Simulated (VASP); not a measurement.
Input of a VASP 6.6.1 run:

Contents of INCAR:

```
PREC = Accurate
ENCUT = 520
EDIFF = 1E-7
ISMEAR = -1
SIGMA = 0.1
LREAL = F
LASPH = T
NELM = 60
ALGO = Normal
ISIF = 2
LWAVE = F
LCHARG = T
GGA = PE
LELF = T
LVHAR = T
NBANDS = 21
```

KPOINTS

```
regular mesh
0
Gamma
  14 14 10
```

File POSCAR:

```
Ge
1.0
   -2.5186130484      2.5214524741      1.3907789426
    2.5214524741     -2.5186130484      1.3907789426
    2.5331450670      2.5331450670     -1.3855785294
Ge
2
Direct
    0.9999201564      0.0000798436      0.0000000000
    0.7500798436      0.2499201564      0.5000000000
```

Potentials or basis: VASP PAW PBE potentials, release 64 (Ge_d).

The run is started by

```console
$ cat potpaw_PBE.64/Ge_d/POTCAR > POTCAR
$ mpirun -np 1 vasp_std > vasp.out
```

(1) Estimate the band gap on the k mesh.

(2) What does it give for the largest force?

(3) What does it give for the pressure?

Answers

(1) zero (bands 14 and 15 overlap by 5.52 eV).

(2) 0.005 eV/Å.

(3) 6.9 GPa.

Caveat: the cell stands under pressure.
